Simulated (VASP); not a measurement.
# Fe (Pm-3m) in VASP: further runs

Fe is run at these levels: r2SCAN; tasks: single point.

Everything below comes from runs of VASP 6.6.1. Logs are shortened: lines on timing, memory, paths and dates and some standing lists are left out, and cuts for length are marked.

## 1. The cell of the first run

Symmetry: Pm-3m, No. 221, cubic system. Conventional cell: a = 2.444 Å, b = 2.444 Å, c = 2.444 Å, α = 90.00°, β = 90.00°, γ = 90.00°. Within 3.2 Å of Fe (site symmetry m-3m) lie 6 Fe at 2.44 Å.

## 2. Single point, r2SCAN, collinear spin, ferromagnetic start (volume scaled by 1.04)

The input, POSCAR:

```
Fe
1.0
    2.4440507441      0.0000000000      0.0000000000
    0.0000000000      2.4440507441      0.0000000000
    0.0000000000      0.0000000000      2.4440507441
Fe
1
Direct
    0.0000000000      0.0000000000      0.0000000000
```

The input, INCAR.step1:

```
SYSTEM = Fe
ALGO = Normal
EDIFF = 1E-4
ENCUT = 520
GGA = PE
ISMEAR = -1
ISPIN = 2
LASPH = .True.
LCHARG = .False.
LMAXMIX = 4
LREAL = .False.
LWAVE = .True.
MAGMOM = 2.926
NBANDS = 14
NELM = 150
PREC = Accurate
SIGMA = 0.05
```

The input, INCAR.step2:

```
SYSTEM = Fe
ALGO = Normal
EDIFF = 1E-7
ENCUT = 520
ISIF = 2
ISMEAR = -1
ISPIN = 2
ISTART = 1
LASPH = .True.
LCHARG = .False.
LMAXMIX = 4
LMIXTAU = .True.
LORBIT = 11
LREAL = .False.
LWAVE = .False.
MAGMOM = 2.926
METAGGA = R2SCAN
NBANDS = 14
NELM = 150
PREC = Accurate
SIGMA = 0.05
```

The input, KPOINTS:

```
k-points
0
Gamma
  15 15 15
  0 0 0
```

Potentials or basis: VASP PAW PBE potentials, release 64 (Fe).

The run is started by

```sh
$ cat potpaw_PBE.64/Fe/POTCAR > POTCAR
$ cp INCAR.step1 INCAR
$ mpirun -np 1 vasp_std > vasp.out
$ cp INCAR.step2 INCAR
$ mpirun -np 1 vasp_std > vasp.out
```

OUTCAR:

```text
SYSTEM = Fe
   EDIFF = 1E-7
   ENCUT = 520
   ISIF = 2
   ISMEAR = -1
   ISPIN = 2
   ISTART = 1
   LASPH = .True.
   LORBIT = 11
   LREAL = .False.
   METAGGA = R2SCAN
   NELM = 150
   PREC = Accurate

 ion  position               nearest neighbor table
   1  0.000  0.000  0.000-

  LATTYP: Found a simple cubic cell.
 ALAT       =     2.4440507441

  Lattice vectors:

 A1 = (   2.4440507441,   0.0000000000,   0.0000000000)
 A2 = (   0.0000000000,   2.4440507441,   0.0000000000)
 A3 = (   0.0000000000,   0.0000000000,   2.4440507441)

Analysis of symmetry for initial positions (statically):
=====================================================================
 Subroutine PRICEL returns:
 Original cell was already a primitive cell.

 Routine SETGRP: Setting up the symmetry group for a
 simple cubic supercell.

 Subroutine GETGRP returns: Found 48 space group operations
 (whereof 48 operations were pure point group operations)
 out of a pool of 48 trial point group operations.

The static configuration has the point symmetry O_h .

Analysis of symmetry for dynamics (positions and initial velocities):
=====================================================================
 Subroutine PRICEL returns:
 Original cell was already a primitive cell.

 Routine SETGRP: Setting up the symmetry group for a
 simple cubic supercell.

 Subroutine GETGRP returns: Found 48 space group operations
 (whereof 48 operations were pure point group operations)
 out of a pool of 48 trial point group operations.

The dynamic configuration has the point symmetry O_h .

Analysis of structural, dynamic, and magnetic symmetry:
=====================================================================
 Subroutine PRICEL returns:
 Original cell was already a primitive cell.

 Routine SETGRP: Setting up the symmetry group for a
 simple cubic supercell.

 Subroutine GETGRP returns: Found 48 space group operations
 (whereof 48 operations were pure point group operations)
 out of a pool of 48 trial point group operations.

The overall configuration has the point symmetry O_h .

 Subroutine INISYM returns: Found 48 space group operations
 (whereof 48 operations are pure point group operations),
 and found     1 'primitive' translations

----------------------------------------------------------------------------------------

                                     Primitive cell

  volume of cell :      14.5993

  direct lattice vectors                    reciprocal lattice vectors
     2.444050744  0.000000000  0.000000000     0.409156808  0.000000000  0.000000000
     0.000000000  2.444050744  0.000000000     0.000000000  0.409156808  0.000000000
     0.000000000  0.000000000  2.444050744     0.000000000  0.000000000  0.409156808

  length of vectors
     2.444050744  2.444050744  2.444050744     0.409156808  0.409156808  0.409156808

  position of ions in fractional coordinates (direct lattice)
     0.000000000  0.000000000  0.000000000

  ion indices of the primitive-cell ions
   primitive index   ion index
                 1           1

----------------------------------------------------------------------------------------

 KPOINTS: k-points

Automatic generation of k-mesh.
 Grid dimensions read from file:
 generate k-points for:   15   15   15

 Generating k-lattice:

  Cartesian coordinates                     Fractional coordinates (reciprocal lattice)
     0.027277121  0.000000000  0.000000000     0.066666667  0.000000000  0.000000000
     0.000000000  0.027277121  0.000000000     0.000000000  0.066666667  0.000000000
     0.000000000  0.000000000  0.027277121     0.000000000  0.000000000  0.066666667

  Length of vectors
     0.027277121  0.027277121  0.027277121

  Shift w.r.t. Gamma in fractional coordinates (k-lattice)
     0.000000000  0.000000000  0.000000000

 Subroutine IBZKPT returns following result:
 ===========================================

 Found    120 irreducible k-points:

 Following reciprocal coordinates:
            Coordinates               Weight
  0.000000  0.000000  0.000000      1.000000
  0.066667  0.000000  0.000000      6.000000
  0.133333  0.000000  0.000000      6.000000
  0.200000  0.000000  0.000000      6.000000
  0.266667  0.000000  0.000000      6.000000
  0.333333  0.000000  0.000000      6.000000
[... 16 lines left out ...]
  0.266667  0.200000  0.000000     24.000000
  0.333333  0.200000  0.000000     24.000000
 [... further k-points ...]
   k-points           NKPTS =    120   k-points in BZ     NKDIM =    120   number of bands    NBANDS=     14
   number of dos      NEDOS =    301   number of ions     NIONS =      1
   total plane-waves  NPLWV =   5832
   dimension x,y,z NGX =    18 NGY =   18 NGZ =   18
   dimension x,y,z NGXF=    36 NGYF=   36 NGZF=   36
   ions per type =               1
   NGX,Y,Z   is equivalent  to a cutoff of  12.24, 12.24, 12.24 a.u.
   NGXF,Y,Z  is equivalent  to a cutoff of  24.49, 24.49, 24.49 a.u.
 SYSTEM =  Fe
   PREC   = accura    normal or accurate (medium, high low for compatibility)
   ISTART =      1    job   : 0-new  1-cont  2-samecut
   ICHARG =      0    charge: 1-file 2-atom 10-const
   ISPIN  =      2    spin polarized calculation?
   LNONCOLLINEAR =      F non collinear calculations
   LSORBIT =      F    spin-orbit coupling
   LASPH  =      T    aspherical Exc in radial PAW
   ENCUT  =  520.0 eV  38.22 Ry    6.18 a.u.   4.54  4.54  4.54*2*pi/ulx,y,z
   NELM   =    150;   NELMIN=  2; NELMDL=  0     # of ELM steps
   EDIFF  = 0.1E-06   stopping-criterion for ELM
   LREAL  =      F    real-space projection
   EDIFFG = 0.1E-05   stopping-criterion for IOM
   NSW    =      0    number of steps for IOM
   IBRION =     -1    ionic relax: 0-MD 1-quasi-New 2-CG
   NFREE  =      0    steps in history (QN), initial steepest desc. (CG)
   ISIF   =      2    stress and relaxation
   ISYM   =      2    0-nonsym 1-usesym 2-fastsym
   POTIM  = 0.5000    time-step for ionic-motion
   TEBEG  =    0.0;   TEEND  =   0.0 temperature during run
   PSTRESS=    0.0 pullay stress
   NELECT =       8.0000    total number of electrons
   NUPDOWN=      -1.0000    fix difference up-down
   EMIN   =  10.00;   EMAX   =-10.00  energy-range for DOS
[... 5 lines left out ...]
     AMIX     =   0.40;   BMIX     =  1.00
     AMIX_MAG =   1.60;   BMIX_MAG =  1.00
  volume/ion in A,a.u.               =      14.60        98.52
  Fermi-wavevector in a.u.,A,eV,Ry     =   1.339660  2.531590 24.418227  1.794689
  Thomas-Fermi vector in A             =   2.468034
   LORBIT       =     11    0 simple, 1 ext, 2 COOP (PROOUT), +10 PAW based schemes
   METAGGA = R2SCAN    functional components
   LHFCALC =     F    Hartree Fock is set to
   AEXX    =    0.0000 exact exchange contribution
   IVDW    =     0    specifies the selected vdW correction
   LEPSILON=     F    determine dielectric tensor
   LRPA    =     F    only Hartree local field effects (RPA)
 spin polarized calculation
  energy-cutoff  :      520.00
  volume of cell :       14.60
 maximum number of plane-waves:       405
   NGX =  9   NGY =  9   NGZ =  9

 number of electron       7.9999989 magnetization       2.9464792

 Free energy of the ion-electron system (eV)
  ---------------------------------------------------
  ext. energy  EPLUGINS =         0.00000000
  ---------------------------------------------------
  free energy    TOTEN  =       -13.58752481 eV

  energy without entropy =      -13.57754732  energy(sigma->0) =      -13.58253607

 E-fermi :   4.0565     XC(G=0): -12.5987

 val. band max:        4.0556455075   @ k =   0.4667   0.3333   0.3333
 cond. band min:       4.0611494182   @ k =   0.4000   0.2667   0.0000
 fundamental gap:      0.0055039107
 Fermi energy:         4.0565371806

 spin component 1

 k-point     1 :       0.0000    0.0000    0.0000
  band No.  band energies     occupation
      1      -3.8293      1.00000
      2      -0.4257      1.00000
      3      -0.4256      1.00000
      4       2.2903      1.00000
      5       2.2903      1.00000
      6       2.2903      1.00000
      7      22.0315      0.00000
      8      22.0315      0.00000
      9      22.0316      0.00000
     10      25.5070      0.00000
     11      25.5071      0.00000
     12      30.3145      0.00000
     13      42.5292      0.00000
     14      42.5292      0.00000

 k-point     2 :       0.0667    0.0000    0.0000
  band No.  band energies     occupation
      1      -3.7038      1.00000
      2      -0.4080      1.00000
      3      -0.3621      1.00000
      4       2.2425      1.00000
      5       2.2425      1.00000
      6       2.2941      1.00000
      7      20.4285      0.00000
      8      22.1987      0.00000
      9      22.1988      0.00000
     10      25.5340      0.00000
     11      26.6887      0.00000
     12      30.9540      0.00000
     13      41.2502      0.00000
     14      42.1364      0.00000
[... 343 lines left out ...]
      1      -1.2438      1.00000
      2       0.1124      1.00000
      3       0.8033      1.00000
      4       1.7544      1.00000
      5       1.7585      1.00000
      6       1.9991      1.00000
      7      13.5282      0.00000
      8      17.4557      0.00000
      9      25.9061      0.00000
     10      27.7083      0.00000
     11      28.5270      0.00000
     12      35.8824      0.00000
     13      37.4408      0.00000
     14      38.0025      0.00000

 k-point    24 :       0.3333    0.2000    0.0000
  band No.  band energies     occupation
      1      -0.7372      1.00000
      2       0.1406      1.00000
      3       0.9140      1.00000
      4       1.5691      1.00000
      5       2.0216      1.00000
      6       2.3799      1.00000
      7      11.2960      0.00000
      8      18.3804      0.00000
      9      26.3455      0.00000
     10      27.1494      0.00000
     11      28.1788      0.00000
     12      35.2916      0.00000
     13      35.9871      0.00000
     14      37.9282      0.00000

 [... further k-points ...]

 spin component 2

 k-point     1 :       0.0000    0.0000    0.0000
  band No.  band energies     occupation
      1      -3.9583      1.00000
      2       1.9458      1.00000
      3       1.9463      1.00000
      4       7.3661      0.00000
      5       7.3678      0.00000
      6       7.3678      0.00000
      7      23.6009      0.00000
      8      23.6021      0.00000
      9      23.6022      0.00000
     10      26.4437      0.00000
     11      26.4473      0.00000
     12      30.2200      0.00000
     13      44.1750      0.00000
     14      44.1750      0.00000

 k-point     2 :       0.0667    0.0000    0.0000
  band No.  band energies     occupation
      1      -3.8283      1.00000
      2       1.9702      1.00000
      3       2.0091      1.00000
      4       7.3002      0.00000
      5       7.3018      0.00000
      6       7.3726      0.00000
      7      21.7635      0.00000
      8      23.7857      0.00000
      9      23.7870      0.00000
     10      26.4545      0.00000
     11      27.6444      0.00000
     12      31.1006      0.00000
     13      42.6602      0.00000
     14      43.8571      0.00000
[... 343 lines left out ...]
      1      -0.9879      1.00000
      2       2.5766      1.00000
      3       3.2392      1.00000
      4       5.9936      0.00000
      5       6.6465      0.00000
      6       6.9835      0.00000
      7      14.7942      0.00000
      8      18.6514      0.00000
      9      27.7533      0.00000
     10      28.1498      0.00000
     11      29.8881      0.00000
     12      36.9963      0.00000
     13      38.5681      0.00000
     14      40.0872      0.00000

 k-point    24 :       0.3333    0.2000    0.0000
  band No.  band energies     occupation
      1      -0.1021      1.00000
      2       2.6666      1.00000
      3       3.4419      1.00000
      4       5.9312      0.00000
      5       6.4099      0.00000
      6       7.0123      0.00000
      7      12.7076      0.00000
      8      19.5481      0.00000
      9      27.6970      0.00000
     10      28.5453      0.00000
     11      29.0479      0.00000
     12      36.2186      0.00000
     13      38.0272      0.00000
     14      39.2193      0.00000

 [... further k-points ...]
[... 5 lines left out ...]
  --------------------------------------------------------------------------------------
  -------------------------------------------------------------------------------------
  Total       -0.3725583     -0.3725583     -0.3725583      0.0000000      0.0000000     -0.0000000
  in kB      -40.8859563    -40.8859563    -40.8859563      0.0000000      0.0000000     -0.0000000
  external PRESSURE =     -40.8859563 kB  Pullay stress =       0.0000000 kB

 VOLUME and BASIS-vectors are now :
 -----------------------------------------------------------------------------
  energy-cutoff  :      520.00
  volume of cell :       14.60
      direct lattice vectors                 reciprocal lattice vectors
     2.444050744  0.000000000  0.000000000     0.409156808  0.000000000  0.000000000
     0.000000000  2.444050744  0.000000000     0.000000000  0.409156808  0.000000000
     0.000000000  0.000000000  2.444050744     0.000000000  0.000000000  0.409156808

 POSITION                                       TOTAL-FORCE (eV/Angst)
 -----------------------------------------------------------------------------------
      0.00000      0.00000      0.00000         0.000000      0.000000      0.000000
 -----------------------------------------------------------------------------------
    total drift:                                0.000000      0.000000      0.000000

  FREE ENERGIE OF THE ION-ELECTRON SYSTEM (eV)
  ---------------------------------------------------
  free  energy   TOTEN  =       -13.5875248118 eV

  energy  without entropy=      -13.5775473214  energy(sigma->0) =      -13.58253607

 total charge

# of ion       s       p       d       tot
------------------------------------------
    1        0.477   0.392   6.164   7.033

 magnetization (x)

# of ion       s       p       d       tot
------------------------------------------
    1        0.011  -0.016   2.976   2.971
```

Wall time 93 s (1 thread of Intel Xeon Platinum 8488C (Sapphire Rapids), shared host); peak memory 0.15 GiB.

What came out:

| Property | Result |
| --- | --- |
| Free energy | -13.5875 eV |
| Pressure | -4.1 GPa |
| Net moment | 2.95 μB per cell |
| Site moments | Fe +2.97 μB |
| Valence electrons inside the program's atomic spheres | Fe 7.03 |

Caveat: the PAW data sets were made with another functional, which shifts forces and pressure a little.

## 3. Single point, r2SCAN, collinear spin, ferromagnetic start (volume scaled by 1.08)

The input, POSCAR:

```
Fe
1.0
    2.4749913799      0.0000000000      0.0000000000
    0.0000000000      2.4749913799      0.0000000000
    0.0000000000      0.0000000000      2.4749913799
Fe
1
Direct
    0.0000000000      0.0000000000      0.0000000000
```

The input, INCAR.step1:

```
  PREC = Accurate
  ENCUT = 520
  ISMEAR = -1
  SIGMA = 0.05
  LREAL = False
  LASPH = True
  NELM = 150
  ISPIN = 2
  MAGMOM = 2.926
  LMAXMIX = 4
  NBANDS = 14
  GGA = PE
  ALGO = Normal
  EDIFF = 1E-4
  LWAVE = True
  LCHARG = False
```

The input, INCAR.step2:

```
  PREC = Accurate
  ENCUT = 520
  EDIFF = 1E-6
  ISMEAR = -1
  SIGMA = 0.05
  LREAL = False
  LASPH = True
  NELM = 150
  ALGO = Normal
  ISIF = 2
  LWAVE = False
  LCHARG = False
  ISPIN = 2
  MAGMOM = 2.926
  LORBIT = 11
  LMAXMIX = 4
  METAGGA = R2SCAN
  LMIXTAU = True
  NBANDS = 14
  ISTART = 1
```

The input, KPOINTS:

```
Automatic mesh
0
Gamma
  15 15 15
```

Potentials or basis: VASP PAW PBE potentials, release 64 (Fe).

The run is started by

```sh
$ cat potpaw_PBE.64/Fe/POTCAR > POTCAR
$ cp INCAR.step1 INCAR
$ mpirun -np 1 vasp_std > vasp.out
$ cp INCAR.step2 INCAR
$ mpirun -np 1 vasp_std > vasp.out
```

OUTCAR:

```text
PREC = Accurate
   ENCUT = 520
   EDIFF = 1E-6
   ISMEAR = -1
   LREAL = False
   LASPH = True
   NELM = 150
   ISIF = 2
   ISPIN = 2
   LORBIT = 11
   METAGGA = R2SCAN
   ISTART = 1

 ion  position               nearest neighbor table
   1  0.000  0.000  0.000-

  LATTYP: Found a simple cubic cell.
 ALAT       =     2.4749913799

  Lattice vectors:

 A1 = (   2.4749913799,   0.0000000000,   0.0000000000)
 A2 = (   0.0000000000,   2.4749913799,   0.0000000000)
[... 1023 lines left out ...]
  -------------------------------------------------------------------------------------
  Total       -0.7129422     -0.7129422     -0.7129422     -0.0000000     -0.0000000      0.0000000
  in kB      -75.3431571    -75.3431571    -75.3431571     -0.0000000     -0.0000000      0.0000000
  external PRESSURE =     -75.3431571 kB  Pullay stress =       0.0000000 kB

 VOLUME and BASIS-vectors are now :
 -----------------------------------------------------------------------------
  energy-cutoff  :      520.00
  volume of cell :       15.16
      direct lattice vectors                 reciprocal lattice vectors
     2.474991380  0.000000000  0.000000000     0.404041811  0.000000000  0.000000000
     0.000000000  2.474991380  0.000000000     0.000000000  0.404041811  0.000000000
     0.000000000  0.000000000  2.474991380     0.000000000  0.000000000  0.404041811

 POSITION                                       TOTAL-FORCE (eV/Angst)
 -----------------------------------------------------------------------------------
      0.00000      0.00000      0.00000         0.000000      0.000000      0.000000
 -----------------------------------------------------------------------------------
    total drift:                               -0.000000      0.000000      0.000000

  FREE ENERGIE OF THE ION-ELECTRON SYSTEM (eV)
  ---------------------------------------------------
  free  energy   TOTEN  =       -13.5670340915 eV

  energy  without entropy=      -13.5577046670  energy(sigma->0) =      -13.56236938

 total charge

# of ion       s       p       d       tot
------------------------------------------
    1        0.465   0.374   6.139   6.978

 magnetization (x)

# of ion       s       p       d       tot
------------------------------------------
    1        0.011  -0.017   3.005   2.999
```

OSZICAR.step1:

```text
N       E                     dE             d eps       ncg     rms          rms(c)
DAV:   1     0.238109321322E+02    0.23811E+02   -0.36980E+03  7122   0.637E+02
DAV:   2    -0.690377013992E+01   -0.30715E+02   -0.27810E+02  7278   0.121E+02
DAV:   3    -0.799699981753E+01   -0.10932E+01   -0.10792E+01  8058   0.245E+01
DAV:   4    -0.800167681047E+01   -0.46770E-02   -0.46763E-02  7962   0.147E+00
DAV:   5    -0.800170681517E+01   -0.30005E-04   -0.30004E-04  8142   0.123E-01    0.850E+00
DAV:   6    -0.759282396165E+01    0.40888E+00   -0.10726E+01  8310   0.353E+01    0.717E+00
DAV:   7    -0.741124009232E+01    0.18158E+00   -0.12818E+00  8190   0.115E+01    0.329E+00
DAV:   8    -0.741240686348E+01   -0.11668E-02   -0.94038E-03  7458   0.635E-01    0.140E+00
DAV:   9    -0.740941166701E+01    0.29952E-02   -0.71416E-03  8544   0.496E-01    0.335E-01
DAV:  10    -0.740941790608E+01   -0.62391E-05   -0.36697E-04  7566   0.126E-01
   1 F= -.74094179E+01 E0= -.74045527E+01  d E =-.973044E-02  mag=     2.6962
```

Wall time 76 s (1 thread of Intel Xeon Platinum 8488C (Sapphire Rapids), shared host); peak memory 0.15 GiB.

What came out:

| Quantity | Value |
| --- | --- |
| Free energy | -13.5670 eV |
| Pressure | -7.5 GPa |
| Net moment | 2.97 μB per cell |
| Site moments | Fe +3.00 μB |
| Valence electrons inside the program's atomic spheres | Fe 6.98 |

Levels at points of the mesh, in eV from the Fermi level:
Spin up:
```
           k point  band 2  band 3  band 4  band 5  band 6  band 7  band 8  band 9  band 10  band 11
(0.00, 0.00, 0.00)   -4.40   -4.40   -1.89   -1.89   -1.89   17.50   17.50   17.50    20.90    20.90
```
Spin down:
```tsv
k point	band 1	band 2	band 3	band 4	band 5	band 6
(0.00, 0.00, 0.00)	-7.85	-2.02	-2.02	3.23	3.23	3.23
```

Caveat: the PAW data sets were made with another functional, which shifts forces and pressure a little.

[end of part 1 of 2]
